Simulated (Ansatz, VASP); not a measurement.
**One calculation of KBr, two programs**

```
K Br
1.0
     0.00000    3.68830    3.68830
     3.68830    0.00000    3.68830
     3.68830    3.68830    0.00000
K Br
1 1
Direct
  0.00000 0.00000 0.00000
  0.25000 0.25000 0.25000
```

Alike in both runs: task single point; functional r2SCAN; k mesh 6 × 6 × 6; no spin polarisation.

|  | VASP | Ansatz |
| --- | --- | --- |
| version | VASP 6.6.1 | Ansatz 0.2.0 |
| potentials or method | VASP PAW PBE potentials, release 64 (K_sv, Br) | plane waves, PAW |
| plane-wave cutoff (eV) | 520 | 500 |
| occupations | gaussian, width 0.01 eV | fixed |
| valence electrons in the cell | 16 | 16 |

|  | VASP | Ansatz | Ansatz less VASP |
| --- | --- | --- | --- |
| gap on the k mesh at the Fermi level (eV) | 4.84 | 4.84 | -0.001 |
| pressure (GPa) | 0.0 | 0.0 | 0.00 |

VASP's potentials were made for PBE, not for r2SCAN.
